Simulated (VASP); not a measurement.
# MgO (P-6m2) in VASP: further runs, part 2 of 2

VASP 6.6.1. Earlier steps stand in the parts before.

**3. Single point, LDA**

This run uses another cell than the first one, of 10.28 Å³/atom.

File INCAR:

```
SYSTEM = MgO
  ALGO = Normal
  EDIFF = 1E-6
  ENCUT = 840
  GGA = CA
  GGA_COMPAT = .False.
  ISIF = 2
  ISMEAR = 0
  LASPH = .True.
  LCHARG = .False.
  LREAL = .False.
  LWAVE = .False.
  NBANDS = 15
  NELM = 120
  PREC = Accurate
  SIGMA = 0.01
```

File KPOINTS:

```
k-points
0
Gamma
  7 7 6
  0 0 0
```

File POSCAR:

```
MgO
1.0
    2.9639069726      0.0000000000      0.0000000000
   -1.4819534863      2.5668187763      0.0000000000
    0.0000000000      0.0000000000      2.7032907320
Mg O
1 1
Direct
    0.0000000000      0.0000000000      0.0000000000
    0.3333333333      0.6666666667      0.5000000000
```

Potentials or basis: VASP PAW LDA potentials, release 64 (Mg_sv, O).

The run is started by

```
cat potpaw_LDA.64/Mg_sv/POTCAR potpaw_LDA.64/O/POTCAR > POTCAR
mpirun -np 1 vasp_std > vasp.out
```

OUTCAR:

```text
SYSTEM = MgO
   EDIFF = 1E-6
   ENCUT = 840
   GGA = CA
   ISIF = 2
   ISMEAR = 0
   LASPH = .True.
   LREAL = .False.
   NELM = 120
   PREC = Accurate

 ion  position               nearest neighbor table
   1  0.000  0.000  0.000-
   2  0.333  0.667  0.500-

  LATTYP: Found a hexagonal cell.
 ALAT       =     2.9639069726
 C/A-ratio  =     0.9120700336

  Lattice vectors:

 A1 = (   2.9639069726,   0.0000000000,   0.0000000000)
 A2 = (  -1.4819534863,   2.5668187763,   0.0000000000)
 A3 = (   0.0000000000,   0.0000000000,   2.7032907320)

Analysis of symmetry for initial positions (statically):
=====================================================================
 Subroutine PRICEL returns:
 Original cell was already a primitive cell.

 Routine SETGRP: Setting up the symmetry group for a
 hexagonal supercell.

 Subroutine GETGRP returns: Found 12 space group operations
 (whereof 12 operations were pure point group operations)
 out of a pool of 24 trial point group operations.

The static configuration has the point symmetry D_3h.

Analysis of symmetry for dynamics (positions and initial velocities):
=====================================================================
 Subroutine PRICEL returns:
 Original cell was already a primitive cell.

 Routine SETGRP: Setting up the symmetry group for a
 hexagonal supercell.

 Subroutine GETGRP returns: Found 12 space group operations
 (whereof 12 operations were pure point group operations)
 out of a pool of 24 trial point group operations.

The dynamic configuration has the point symmetry D_3h.

 Subroutine INISYM returns: Found 12 space group operations
 (whereof 12 operations are pure point group operations),
 and found     1 'primitive' translations

----------------------------------------------------------------------------------------

                                     Primitive cell

  volume of cell :      20.5661

  direct lattice vectors                    reciprocal lattice vectors
     2.963906973  0.000000000  0.000000000     0.337392506  0.194793651  0.000000000
    -1.481953486  2.566818776  0.000000000     0.000000000  0.389587301  0.000000000
     0.000000000  0.000000000  2.703290732     0.000000000  0.000000000  0.369919516

  length of vectors
     2.963906973  2.963907010  2.703290732     0.389587306  0.389587301  0.369919516

  position of ions in fractional coordinates (direct lattice)
     0.000000000  0.000000000  0.000000000
     0.333333333  0.666666667  0.500000000

  ion indices of the primitive-cell ions
   primitive index   ion index
                 1           1
                 2           2

----------------------------------------------------------------------------------------

 KPOINTS: k-points

Automatic generation of k-mesh.
 Grid dimensions read from file:
 generate k-points for:    7    7    6

 Generating k-lattice:

  Cartesian coordinates                     Fractional coordinates (reciprocal lattice)
     0.048198929  0.027827664  0.000000000     0.142857143 -0.000000000  0.000000000
     0.000000000  0.055655329  0.000000000     0.000000000  0.142857143  0.000000000
     0.000000000  0.000000000  0.061653253     0.000000000  0.000000000  0.166666667

  Length of vectors
     0.055655329  0.055655329  0.061653253

  Shift w.r.t. Gamma in fractional coordinates (k-lattice)
     0.000000000  0.000000000  0.000000000

 Subroutine IBZKPT returns following result:
 ===========================================

 Found     32 irreducible k-points:

 Following reciprocal coordinates:
            Coordinates               Weight
  0.000000  0.000000  0.000000      1.000000
  0.142857  0.000000  0.000000      6.000000
  0.285714  0.000000  0.000000      6.000000
  0.428571  0.000000  0.000000      6.000000
  0.142857  0.142857  0.000000      6.000000
  0.285714  0.142857  0.000000     12.000000
[... 16 lines left out ...]
  0.428571  0.142857  0.333333     12.000000
  0.285714  0.285714  0.333333     12.000000
 [... further k-points ...]
   k-points           NKPTS =     32   k-points in BZ     NKDIM =     32   number of bands    NBANDS=     15
   number of dos      NEDOS =    301   number of ions     NIONS =      2
   total plane-waves  NPLWV =  21952
   dimension x,y,z NGX =    28 NGY =   28 NGZ =   28
   dimension x,y,z NGXF=    56 NGYF=   56 NGZF=   56
   ions per type =               1   1
   NGX,Y,Z   is equivalent  to a cutoff of  15.71, 15.71, 17.22 a.u.
   NGXF,Y,Z  is equivalent  to a cutoff of  31.41, 31.41, 34.44 a.u.
 SYSTEM =  MgO
   PREC   = accura    normal or accurate (medium, high low for compatibility)
   ISTART =      0    job   : 0-new  1-cont  2-samecut
   ICHARG =      2    charge: 1-file 2-atom 10-const
   ISPIN  =      1    spin polarized calculation?
   LNONCOLLINEAR =      F non collinear calculations
   LSORBIT =      F    spin-orbit coupling
   LASPH  =      T    aspherical Exc in radial PAW
   ENCUT  =  840.0 eV  61.74 Ry    7.86 a.u.   7.00  7.00  6.39*2*pi/ulx,y,z
   NELM   =    120;   NELMIN=  2; NELMDL= -5     # of ELM steps
   EDIFF  = 0.1E-05   stopping-criterion for ELM
   LREAL  =      F    real-space projection
   EDIFFG = 0.1E-04   stopping-criterion for IOM
   NSW    =      0    number of steps for IOM
   IBRION =     -1    ionic relax: 0-MD 1-quasi-New 2-CG
   NFREE  =      0    steps in history (QN), initial steepest desc. (CG)
   ISIF   =      2    stress and relaxation
   ISYM   =      2    0-nonsym 1-usesym 2-fastsym
   POTIM  = 0.5000    time-step for ionic-motion
   TEBEG  =    0.0;   TEEND  =   0.0 temperature during run
   PSTRESS=    0.0 pullay stress
   NELECT =      16.0000    total number of electrons
   NUPDOWN=      -1.0000    fix difference up-down
   EMIN   =  10.00;   EMAX   =-10.00  energy-range for DOS
   EFERMI =   0.00;   METHOD = LEGACY
   ISMEAR =     0;   SIGMA  =   0.01  broadening in eV -4-tet -1-fermi 0-gaus
   EFERMI_NEDOS =   21; number of points for ismear=-14 and -15
   IALGO  =     38    algorithm
   IMIX   =      4    mixing-type and parameters
     AMIX     =   0.40;   BMIX     =  1.00
     AMIX_MAG =   1.60;   BMIX_MAG =  1.00
  volume/ion in A,a.u.               =      10.28        69.39
  Fermi-wavevector in a.u.,A,eV,Ry     =   1.505673  2.845309 30.845102  2.267051
  Thomas-Fermi vector in A             =   2.616491
   LORBIT       =      0    0 simple, 1 ext, 2 COOP (PROOUT), +10 PAW based schemes
   GGA     = CA    functional components
   LHFCALC =     F    Hartree Fock is set to
   AEXX    =    0.0000 exact exchange contribution
   IVDW    =     0    specifies the selected vdW correction
   LEPSILON=     F    determine dielectric tensor
   LRPA    =     F    only Hartree local field effects (RPA)
 non-spin polarized calculation
 Gauss-broadening in eV      SIGMA  =   0.01
  energy-cutoff  :      840.00
  volume of cell :       20.57
 maximum number of plane-waves:      1152
 NGX is ok and might be reduce to    28
   NGX = 13   NGY = 13   NGZ = 13

 number of electron      15.9999999 magnetization

 Free energy of the ion-electron system (eV)
  ---------------------------------------------------
  ext. energy  EPLUGINS =         0.00000000
  ---------------------------------------------------
  free energy    TOTEN  =       -12.46420982 eV

  energy without entropy =      -12.46420982  energy(sigma->0) =      -12.46420982

 E-fermi :   2.6494     XC(G=0): -11.4185

 val. band max:        2.5064104723   @ k =   0.2857   0.2857   0.0000
 cond. band min:       5.2880943282   @ k =   0.0000   0.0000   0.0000
 fundamental gap:      2.7816838559
 Fermi energy:         2.6493867204

 k-point     1 :       0.0000    0.0000    0.0000
  band No.  band energies     occupation
      1     -69.9311      2.00000
      2     -37.4075      2.00000
      3     -37.4075      2.00000
      4     -37.3531      2.00000
      5     -14.4902      2.00000
      6       1.9358      2.00000
      7       1.9358      2.00000
      8       2.1228      2.00000
      9       5.2881      0.00000
     10      14.0705      0.00000
     11      17.6119      0.00000
     12      17.6119      0.00000
     13      21.8962      0.00000
     14      22.7007      0.00000
     15      24.3042      0.00000
[... 397 lines left out ...]
 k-point    24 :       0.2857    0.2857    0.3333
  band No.  band energies     occupation
      1     -69.9163      2.00000
      2     -37.4492      2.00000
      3     -37.4327      2.00000
      4     -37.4215      2.00000
      5     -12.8417      2.00000
      6      -0.6298      2.00000
      7      -0.2133      2.00000
      8       0.2849      2.00000
      9       9.2468      0.00000
     10      13.2140      0.00000
     11      15.7728      0.00000
     12      16.8803      0.00000
     13      17.6434      0.00000
     14      23.3914      0.00000
     15      27.2858      0.00000

 [... further k-points ...]
[... 5 lines left out ...]
  --------------------------------------------------------------------------------------
  -------------------------------------------------------------------------------------
  Total       -1.4674255     -1.4674256     -1.7133313      0.0000000      0.0000000      0.0000000
  in kB     -114.3178683   -114.3178722   -133.4748406      0.0000000      0.0000000      0.0000000
  external PRESSURE =    -120.7035270 kB  Pullay stress =       0.0000000 kB

 VOLUME and BASIS-vectors are now :
 -----------------------------------------------------------------------------
  energy-cutoff  :      840.00
  volume of cell :       20.57
      direct lattice vectors                 reciprocal lattice vectors
     2.963906973  0.000000000  0.000000000     0.337392506  0.194793651  0.000000000
    -1.481953486  2.566818776  0.000000000     0.000000000  0.389587301  0.000000000
     0.000000000  0.000000000  2.703290732     0.000000000  0.000000000  0.369919516

 POSITION                                       TOTAL-FORCE (eV/Angst)
 -----------------------------------------------------------------------------------
      0.00000      0.00000      0.00000         0.000000      0.000000      0.000000
     -0.00000      1.71121      1.35165        -0.000000     -0.000000      0.000000
 -----------------------------------------------------------------------------------
    total drift:                               -0.000000     -0.000000     -0.000000

  FREE ENERGIE OF THE ION-ELECTRON SYSTEM (eV)
  ---------------------------------------------------
  free  energy   TOTEN  =       -12.4642098248 eV

  energy  without entropy=      -12.4642098248  energy(sigma->0) =      -12.46420982
```

stdout:

```text
POSCAR found type information on POSCAR MgO
 POSCAR found :  2 types and       2 ions
 scaLAPACK will be used
 LDA part: xc-table for (Slater(with rela. corr.)+CA(PZ))
 , standard interpolation
 POSCAR, INCAR and KPOINTS ok, starting setup
 FFT: planning ... GRIDC
 FFT: planning ... GRID_SOFT
 FFT: planning ... GRID
 WAVECAR not read
 entering main loop
```

Wall time 21 s (1 thread of AMD EPYC 7R43 (Zen 3), shared host); peak memory 0.11 GiB.

Results:

* Free energy: -12.4642 eV
* Pressure: -12.1 GPa
* Band gap on the k mesh: 2.78 eV (least direct gap 3.17 eV)

Caveat: the cell stands under tension. A k mesh can miss the band edges.
